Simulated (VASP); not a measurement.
Wanted: the native input for a VASP 6.6.1 run.

```yaml
Task: single point
Functional: r2SCAN
Potentials_or_basis: VASP PAW PBE potentials, release 64 (Co, Si)
Cutoff: 520 eV
k_mesh: 8 × 8 × 8
Occupations: fermi-dirac, width 0.05 eV
Spin: no spin polarisation
Dipole_correction: no
Further_INCAR_settings: ALGO = Normal; EDIFF = 1e-07; NBANDS = 36
```

Crystal: CoSi.

```
Co Si
1.0
     4.44500    0.00000    0.00000
     0.00000    4.44500    0.00000
     0.00000    0.00000    4.44500
Co Si
4 4
Cartesian
  0.6401 0.6401 0.6401
  2.8626 1.5824 3.8049
  3.8049 2.8626 1.5824
  1.5824 3.8049 2.8626
  3.7471 3.7471 3.7471
  5.9696 -1.5246 0.6979
  0.6979 5.9696 -1.5246
  -1.5246 0.6979 5.9696
```

These files were run (other wordings do the same):

POSCAR

```
CoSi
1.0
    4.4450000000      0.0000000000      0.0000000000
    0.0000000000      4.4450000000      0.0000000000
    0.0000000000      0.0000000000      4.4450000000
Co Si
4 4
Direct
    0.1440000000      0.1440000000      0.1440000000
    0.6440000000      0.3560000000      0.8560000000
    0.8560000000      0.6440000000      0.3560000000
    0.3560000000      0.8560000000      0.6440000000
    0.8430000000      0.8430000000      0.8430000000
    1.3430000000     -0.3430000000      0.1570000000
    0.1570000000      1.3430000000     -0.3430000000
   -0.3430000000      0.1570000000      1.3430000000
```

INCAR.step1

```
SYSTEM = CoSi
PREC = Accurate
ENCUT = 520
ISMEAR = -1
SIGMA = 0.05
LREAL = .False.
LASPH = .True.
NELM = 80
NBANDS = 36
GGA = PE
ALGO = Normal
EDIFF = 1E-4
LWAVE = .True.
LCHARG = .False.
```

INCAR.step2

```
SYSTEM = CoSi
PREC = Accurate
ENCUT = 520
EDIFF = 1E-7
ISMEAR = -1
SIGMA = 0.05
LREAL = .False.
LASPH = .True.
NELM = 80
ALGO = Normal
ISIF = 2
LWAVE = .False.
LCHARG = .False.
METAGGA = R2SCAN
LMIXTAU = .True.
NBANDS = 36
ISTART = 1
```

KPOINTS

```
regular mesh
0
Gamma
  8 8 8
  0 0 0
```

Potentials or basis: VASP PAW PBE potentials, release 64 (Co, Si).

Run with:

```bash
$ cat potpaw_PBE.64/Co/POTCAR potpaw_PBE.64/Si/POTCAR > POTCAR
$ cp INCAR.step1 INCAR
$ mpirun -np 1 vasp_std > vasp.out
$ cp INCAR.step2 INCAR
$ mpirun -np 1 vasp_std > vasp.out
```

Results of the run:

The pressure is -9.2 GPa and the band gap on the k mesh is zero (band 26 reaches 11.87 eV, above the bottom of band 27 at 11.68 eV).

Caveat: the PAW data sets were made with another functional, which shifts forces and pressure a little.

Wall time 9.8 min on 1 thread of AMD EPYC 7R43 64-Core Processor (Zen 3) (shared host), peak memory 0.25 GiB.
